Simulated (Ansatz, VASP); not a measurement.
Two plane-wave programs on Os

```
Os
1.0
     2.71752    0.00000    0.00000
    -1.35876    2.35345    0.00000
     0.00000    0.00000    4.28446
Os
2
Cartesian
  0.0000 1.5690 1.0711
  1.3588 0.7845 3.2133
```

Alike in both runs: task single point; functional LDA; k mesh 13 × 13 × 8; occupations gaussian, width 0.6 eV; no spin polarisation.

```csv
,VASP,Ansatz
version,VASP 6.6.1,Ansatz 0.2.0
potentials or method,"VASP PAW LDA potentials, release 64 (Os), cutoff 520 eV","plane waves (420 eV) with PAW, scalar-relativistic"
valence electrons in the cell,16,32
```

```tsv
	VASP	Ansatz	Ansatz less VASP
pressure (GPa)	1.9	0.9	-1.02
traceless stress, the component that is largest in VASP (GPa)	0.62	0.71	+0.086
```

Ansatz warns that its potentials were made for another functional, while VASP's fit it. LDA's correlation is that of Perdew and Zunger in VASP and of Perdew and Wang (1992) in Ansatz. VASP's potentials hold 16 valence electrons a cell and Ansatz's 32, so a difference there can come from the potentials and not from the codes.

Spin-orbit coupling is off throughout.
